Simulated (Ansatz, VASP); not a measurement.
**Two plane-wave programs on Pt**

```
Pt
1.0
     0.00000   -1.95897   -1.95897
     0.00000    1.95897   -1.95897
     3.91794    0.00000    0.00000
Pt
2
Direct
  0.53966 0.48300 0.50000
  0.96034 0.01700 0.00000
```

Change from the starting cell: mode 4 frozen in at -0.111 Å and mode 5 at -0.044 Å (largest displacements).

Alike in both runs: task single point; functional PBEsol; k mesh 16 × 16 × 12; occupations gaussian, width 0.15 eV; no spin polarisation.

|  | VASP | Ansatz |
| --- | --- | --- |
| version | VASP 6.6.1 | Ansatz 0.2.0 |
| potentials or method | VASP PAW PBE potentials, release 64 (Pt), cutoff 520 eV | scalar-relativistic, plane waves, PAW |
| valence electrons in the cell | 20 | 36 |

```csv
,VASP,Ansatz,Ansatz less VASP
gap on the k mesh at the Fermi level (eV),none,none,-
pressure (GPa),3.6,4.0,+0.39
"traceless stress, the component that is largest in VASP (GPa)",-3.46,-3.50,-0.032
rms of the force components (eV/Å),0.752,0.757,+0.0046
```

VASP's potentials were made for PBE, not for PBEsol, and Ansatz warns of the same on its side. Atom by atom the forces differ by 0.005 eV/Å (rms over components). A gap of «none» marks a metal or a gap that the smearing closes. The functional is the same, so the differences come from potentials, cutoffs and numerics. VASP's potentials hold 20 valence electrons a cell and Ansatz's 36, so a difference there can come from the potentials and not from the codes.

Spin-orbit coupling is off throughout.
